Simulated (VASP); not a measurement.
Here is a VASP 6.6.1 calculation.

Contents of INCAR:

```
SYSTEM = Si
PREC = Accurate ; ENCUT = 520
EDIFF = 1E-7 ; ISMEAR = -1
SIGMA = 0.05 ; LREAL = .False.
LASPH = .True. ; NELM = 80
ALGO = Normal ; ISIF = 2
LWAVE = .False. ; LCHARG = .False.
GGA = PS ; NBANDS = 11
```

The input KPOINTS:

```
regular mesh
0
Gamma
  8 8 8
  0 0 0
```

Contents of POSCAR:

```
Si
1.0
    0.0000000000      2.7398772164      2.7398772164
    2.7398772164      0.0000000000      2.7398772164
    2.7398772164      2.7398772164      0.0000000000
Si
2
Direct
    0.5000000000      0.5000000000      0.5000000000
    0.7500000000      0.7500000000      0.7500000000
```

Potentials or basis: VASP PAW PBE potentials, release 64 (Si).

Command:

```console
$ cat potpaw_PBE.64/Si/POTCAR > POTCAR
$ mpirun -np 1 vasp_std > vasp.out
```

Question: Estimate the pressure.

Answer: -2.2 GPa.

Question: Estimate the band gap on the k mesh.

Answer: 0.55 eV, indirect (least direct gap 2.51 eV).

Caveat: the PAW data sets were made with another functional, which shifts forces and pressure a little. A k mesh can miss the band edges.
